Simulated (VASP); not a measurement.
# Pt (Fm-3m) in VASP: notebook

The runs below take Pt through single point, relaxation of cell and atoms, with RPBE, BLYP.

Program: VASP 6.6.1. These are calculated values, not measurements. Logs are shortened: lines on timing, memory, paths and dates and some standing lists are left out, and cuts for length are marked.

## Step 1: The cell of the first run

It takes space group Fm-3m (No. 225, cubic). The conventional cell has a = 3.994 Å, b = 3.994 Å, c = 3.994 Å, α = 90.00°, β = 90.00°, γ = 90.00°. Within 3.7 Å of Pt (site symmetry m-3m) lie 12 Pt at 2.82 Å.

## Step 2: Single point, RPBE

INCAR

```
PREC     = Accurate       # precision mode
ENCUT    = 520            # plane-wave cutoff, eV
EDIFF    = 1E-6           # SCF threshold, eV
ISMEAR   = -1             # smearing method
SIGMA    = 0.05           # smearing width, eV
LREAL    = F              # projectors in reciprocal space
LASPH    = T              # aspherical terms in the spheres
NELM     = 60             # most SCF steps
ALGO     = Normal         # electronic algorithm
ISIF     = 2              # what is computed and relaxed
LWAVE    = F              # write WAVECAR
LCHARG   = T              # write CHGCAR
GGA      = RP             # functional
LELF     = T              # ELF
LVHAR    = T            
NBANDS   = 11             # bands
```

KPOINTS

```
regular mesh
0
Gamma
  12 12 12
```

POSCAR

```
Pt
1.0
    0.0000000000      1.9967796019      1.9967796019
    1.9967796019      0.0000000000      1.9967796019
    1.9967796019      1.9967796019      0.0000000000
Pt
1
Direct
    0.0000000000      0.0000000000      0.0000000000
```

Potentials or basis: VASP PAW PBE potentials, release 64 (Pt).

On the command line:

```bash
> cat potpaw_PBE.64/Pt/POTCAR > POTCAR
> mpirun -np 1 vasp_std > vasp.out
```

OUTCAR:

```text
PREC = Accurate
   ENCUT = 520
   EDIFF = 1E-6
   ISMEAR = -1
   LREAL = F
   LASPH = T
   NELM = 60
   ISIF = 2
   GGA = RP

 ion  position               nearest neighbor table
   1  0.000  0.000  0.000-

  LATTYP: Found a face centered cubic cell.
 ALAT       =     3.9935592038

  Lattice vectors:

 A1 = (   0.0000000000,   1.9967796019,   1.9967796019)
 A2 = (   1.9967796019,   0.0000000000,   1.9967796019)
 A3 = (   1.9967796019,   1.9967796019,   0.0000000000)

Analysis of symmetry for initial positions (statically):
=====================================================================
 Subroutine PRICEL returns:
 Original cell was already a primitive cell.

 Routine SETGRP: Setting up the symmetry group for a
 face centered cubic supercell.

 Subroutine GETGRP returns: Found 48 space group operations
 (whereof 48 operations were pure point group operations)
 out of a pool of 48 trial point group operations.

The static configuration has the point symmetry O_h .

Analysis of symmetry for dynamics (positions and initial velocities):
=====================================================================
 Subroutine PRICEL returns:
 Original cell was already a primitive cell.

 Routine SETGRP: Setting up the symmetry group for a
 face centered cubic supercell.

 Subroutine GETGRP returns: Found 48 space group operations
 (whereof 48 operations were pure point group operations)
 out of a pool of 48 trial point group operations.

The dynamic configuration has the point symmetry O_h .

 Subroutine INISYM returns: Found 48 space group operations
 (whereof 48 operations are pure point group operations),
 and found     1 'primitive' translations

----------------------------------------------------------------------------------------

                                     Primitive cell

  volume of cell :      15.9228

  direct lattice vectors                    reciprocal lattice vectors
     0.000000000  1.996779602  1.996779602    -0.250403199  0.250403199  0.250403199
     1.996779602  0.000000000  1.996779602     0.250403199 -0.250403199  0.250403199
     1.996779602  1.996779602  0.000000000     0.250403199  0.250403199 -0.250403199

  length of vectors
     2.823872794  2.823872794  2.823872794     0.433711063  0.433711063  0.433711063

  position of ions in fractional coordinates (direct lattice)
     0.000000000  0.000000000  0.000000000

  ion indices of the primitive-cell ions
   primitive index   ion index
                 1           1

----------------------------------------------------------------------------------------

 KPOINTS: regular mesh

Automatic generation of k-mesh.
 Grid dimensions read from file:
 generate k-points for:   12   12   12

 Generating k-lattice:

  Cartesian coordinates                     Fractional coordinates (reciprocal lattice)
    -0.020866933  0.020866933  0.020866933     0.083333333  0.000000000  0.000000000
     0.020866933 -0.020866933  0.020866933     0.000000000  0.083333333  0.000000000
     0.020866933  0.020866933 -0.020866933     0.000000000  0.000000000  0.083333333

  Length of vectors
     0.036142589  0.036142589  0.036142589

  Shift w.r.t. Gamma in fractional coordinates (k-lattice)
     0.000000000  0.000000000  0.000000000

 Subroutine IBZKPT returns following result:
 ===========================================

 Found     72 irreducible k-points:

 Following reciprocal coordinates:
            Coordinates               Weight
  0.000000  0.000000  0.000000      1.000000
  0.083333  0.000000  0.000000      8.000000
  0.166667  0.000000  0.000000      8.000000
  0.250000  0.000000  0.000000      8.000000
  0.333333  0.000000  0.000000      8.000000
  0.416667  0.000000  0.000000      8.000000
[... 16 lines left out ...]
  0.500000  0.166667  0.000000     24.000000
 -0.416667  0.166667  0.000000     24.000000
 [... further k-points ...]
   k-points           NKPTS =     72   k-points in BZ     NKDIM =     72   number of bands    NBANDS=     11
   number of dos      NEDOS =    301   number of ions     NIONS =      1
   total plane-waves  NPLWV =  13824
   dimension x,y,z NGX =    24 NGY =   24 NGZ =   24
   dimension x,y,z NGXF=    48 NGYF=   48 NGZF=   48
   ions per type =               1
   NGX,Y,Z   is equivalent  to a cutoff of  14.13, 14.13, 14.13 a.u.
   NGXF,Y,Z  is equivalent  to a cutoff of  28.26, 28.26, 28.26 a.u.
 SYSTEM =  unknown system
   PREC   = accura    normal or accurate (medium, high low for compatibility)
   ISTART =      0    job   : 0-new  1-cont  2-samecut
   ICHARG =      2    charge: 1-file 2-atom 10-const
   ISPIN  =      1    spin polarized calculation?
   LNONCOLLINEAR =      F non collinear calculations
   LSORBIT =      F    spin-orbit coupling
   LASPH  =      T    aspherical Exc in radial PAW
   ENCUT  =  520.0 eV  38.22 Ry    6.18 a.u.   5.25  5.25  5.25*2*pi/ulx,y,z
   NELM   =     60;   NELMIN=  2; NELMDL= -5     # of ELM steps
   EDIFF  = 0.1E-05   stopping-criterion for ELM
   LREAL  =      F    real-space projection
   EDIFFG = 0.1E-04   stopping-criterion for IOM
   NSW    =      0    number of steps for IOM
   IBRION =     -1    ionic relax: 0-MD 1-quasi-New 2-CG
   NFREE  =      0    steps in history (QN), initial steepest desc. (CG)
   ISIF   =      2    stress and relaxation
   ISYM   =      2    0-nonsym 1-usesym 2-fastsym
   POTIM  = 0.5000    time-step for ionic-motion
   TEBEG  =    0.0;   TEEND  =   0.0 temperature during run
   PSTRESS=    0.0 pullay stress
   NELECT =      10.0000    total number of electrons
   NUPDOWN=      -1.0000    fix difference up-down
   EMIN   =  10.00;   EMAX   =-10.00  energy-range for DOS
   EFERMI =   0.00;   METHOD = LEGACY
   ISMEAR =    -1;   SIGMA  =   0.05  broadening in eV -4-tet -1-fermi 0-gaus
   EFERMI_NEDOS =   21; number of points for ismear=-14 and -15
   IALGO  =     38    algorithm
   IMIX   =      4    mixing-type and parameters
     AMIX     =   0.40;   BMIX     =  1.00
     AMIX_MAG =   1.60;   BMIX_MAG =  1.00
  volume/ion in A,a.u.               =      15.92       107.45
  Fermi-wavevector in a.u.,A,eV,Ry     =   1.401957  2.649315 26.742026  1.965483
  Thomas-Fermi vector in A             =   2.524767
   LORBIT       =      0    0 simple, 1 ext, 2 COOP (PROOUT), +10 PAW based schemes
   GGA     = RP    functional components
   LHFCALC =     F    Hartree Fock is set to
   AEXX    =    0.0000 exact exchange contribution
   IVDW    =     0    specifies the selected vdW correction
   LEPSILON=     F    determine dielectric tensor
   LRPA    =     F    only Hartree local field effects (RPA)
 non-spin polarized calculation
  energy-cutoff  :      520.00
  volume of cell :       15.92
 maximum number of plane-waves:       444
 NGX is ok and might be reduce to    24
   NGX = 11   NGY = 11   NGZ = 11

 number of electron      10.0000001 magnetization

 Free energy of the ion-electron system (eV)
  ---------------------------------------------------
  ext. energy  EPLUGINS =         0.00000000
  ---------------------------------------------------
  free energy    TOTEN  =        -5.46988723 eV

  energy without entropy =       -5.45366945  energy(sigma->0) =       -5.46177834

 E-fermi :  10.3497     XC(G=0): -13.1038

 val. band max:       10.3454520076   @ k =  -0.2500   0.4167   0.1667
 cond. band min:      10.3499782324   @ k =  -0.4167   0.4167   0.1667
 fundamental gap:      0.0045262248
 Fermi energy:        10.3496941738

 k-point     1 :       0.0000    0.0000    0.0000
  band No.  band energies     occupation
      1       0.7496      2.00000
      2       6.8815      2.00000
      3       6.8815      2.00000
      4       6.8815      2.00000
      5       8.8417      2.00000
      6       8.8417      2.00000
      7      25.0872      0.00000
      8      29.7727      0.00000
      9      29.7727      0.00000
     10      29.7727      0.00000
     11      34.9067      0.00000

 k-point     2 :       0.0833    0.0000    0.0000
  band No.  band energies     occupation
      1       1.0130      2.00000
      2       6.7728      2.00000
      3       6.9808      2.00000
      4       6.9808      2.00000
      5       8.7906      2.00000
      6       8.7906      2.00000
      7      25.4722      0.00000
      8      28.4512      0.00000
      9      30.1607      0.00000
     10      30.1607      0.00000
     11      36.1621      0.00000

 k-point     3 :       0.1667    0.0000    0.0000
  band No.  band energies     occupation
      1       1.7466      2.00000
      2       6.5552      2.00000
      3       7.1827      2.00000
      4       7.1827      2.00000
      5       8.7523      2.00000
      6       8.7523      2.00000
      7      25.9921      0.00000
      8      26.4208      0.00000
      9      31.2278      0.00000
     10      31.2278      0.00000
     11      34.5855      0.00000

 k-point     4 :       0.2500    0.0000    0.0000
  band No.  band energies     occupation
      1       2.7118      2.00000
      2       6.5667      2.00000
      3       7.2249      2.00000
      4       7.2249      2.00000
      5       9.0133      2.00000
      6       9.0133      2.00000
      7      23.3356      0.00000
      8      26.6044      0.00000
      9      32.3828      0.00000
     10      32.3828      0.00000
     11      33.4055      0.00000
[... 239 lines left out ...]
 k-point    22 :       0.4167    0.1667    0.0000
  band No.  band energies     occupation
      1       4.2031      2.00000
      2       6.2816      2.00000
      3       6.7640      2.00000
      4       7.7085      2.00000
      5      10.3066      1.40609
      6      10.8805      0.00005
      7      19.4397      0.00000
      8      26.1292      0.00000
      9      27.2309      0.00000
     10      28.9697      0.00000
     11      36.5150      0.00000

 k-point    23 :       0.5000    0.1667    0.0000
  band No.  band energies     occupation
      1       4.2952      2.00000
      2       6.2940      2.00000
      3       7.4454      2.00000
      4       7.5345      2.00000
      5      10.4227      0.37673
      6      12.7365      0.00000
      7      16.5030      0.00000
      8      25.3376      0.00000
      9      27.3387      0.00000
     10      27.7452      0.00000
     11      37.0631      0.00000

 k-point    24 :      -0.4167    0.1667    0.0000
  band No.  band energies     occupation
      1       4.3490      2.00000
      2       6.3057      2.00000
      3       7.4530      2.00000
      4       7.7423      2.00000
      5      10.0666      1.99308
      6      13.2786      0.00000
      7      16.0459      0.00000
      8      24.8588      0.00000
      9      27.0049      0.00000
     10      28.4129      0.00000
     11      36.6148      0.00000

 [... further k-points ...]
[... 5 lines left out ...]
  --------------------------------------------------------------------------------------
  -------------------------------------------------------------------------------------
  Total       -0.0469037     -0.0469037     -0.0469037      0.0000000      0.0000000      0.0000000
  in kB       -4.7195128     -4.7195128     -4.7195128      0.0000000      0.0000000      0.0000000
  external PRESSURE =      -4.7195128 kB  Pullay stress =       0.0000000 kB

 VOLUME and BASIS-vectors are now :
 -----------------------------------------------------------------------------
  energy-cutoff  :      520.00
  volume of cell :       15.92
      direct lattice vectors                 reciprocal lattice vectors
     0.000000000  1.996779602  1.996779602    -0.250403199  0.250403199  0.250403199
     1.996779602  0.000000000  1.996779602     0.250403199 -0.250403199  0.250403199
     1.996779602  1.996779602  0.000000000     0.250403199  0.250403199 -0.250403199

 POSITION                                       TOTAL-FORCE (eV/Angst)
 -----------------------------------------------------------------------------------
      0.00000      0.00000      0.00000         0.000000      0.000000     -0.000000
 -----------------------------------------------------------------------------------
    total drift:                               -0.000000     -0.000000     -0.000000

  FREE ENERGIE OF THE ION-ELECTRON SYSTEM (eV)
  ---------------------------------------------------
  free  energy   TOTEN  =        -5.4698872307 eV

  energy  without entropy=       -5.4536694500  energy(sigma->0) =       -5.46177834
```

Wall time 6.1 s (1 thread of AMD EPYC 9R45 (Zen 5), shared host); peak memory 0.11 GiB.

What came out:

```yaml
Free_energy: -5.4699 eV
Pressure: -0.5 GPa
Band_gap_on_the_k_mesh: zero (band 5 reaches 10.78 eV, above the bottom of band 6 at 8.75 eV)
```

Caveat: the PAW data sets were made with another functional, which shifts forces and pressure a little; spin-orbit coupling is left out, which moves the levels of the heavy elements.

(Continued in part 2 of 2.)
